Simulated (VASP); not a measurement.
Runs of VASP 6.6.1 on PtS2. Symmetry: R-3m, No. 166, trigonal system. Conventional cell: a = 3.529 Å, b = 3.529 Å, c = 16.569 Å, α = 90.00°, β = 90.00°, γ = 120.00°. Pt (site symmetry -3m) has 6 S at 2.39 Å within 3.2 Å. S (site symmetry 3m) has 3 Pt at 2.39 Å within 3.2 Å. 

| level | potentials or basis | k mesh | gap on the mesh (eV) | pressure (GPa) | largest force (eV/Å) |
| --- | --- | --- | --- | --- | --- |
| PBEsol | VASP PAW PBE potentials, release 64 (Pt, S) | 6 × 6 × 6 | (b) | -1.3 | 0.31 |
| LDA | VASP PAW LDA potentials, release 64 (Pt, S) | 8 × 8 × 8 | 0.93 | -3.6 | (a) |
| PBE | VASP PAW PBE potentials, release 64 (Pt, S) | 8 × 8 × 8 | 1.07 | 3.0 | 0.01 |
| r2SCAN | VASP PAW PBE potentials, release 64 (Pt, S) | 4 × 4 × 4 | 1.29 | 1.2 | - |
| r2SCAN | VASP PAW PBE potentials, release 64 (Pt, S) | 8 × 8 × 8 | 1.21 | 1.1 | 0.05 |

Alike in all rows: task single point; no spin polarisation; cell as given; cutoff (eV) 520; smearing gaussian 0.01 eV.

Question: Estimate the missing entries.

Answer: (a) 0.44; (b) 1.26.

Caveats: some runs use coarse meshes; spin-orbit coupling is left out, which moves the levels of the heavy elements; the PAW data sets were made with another functional, which shifts forces and pressure a little (some runs).

A k mesh can miss the band edges, and the runs leave out spin-orbit coupling on Pt.
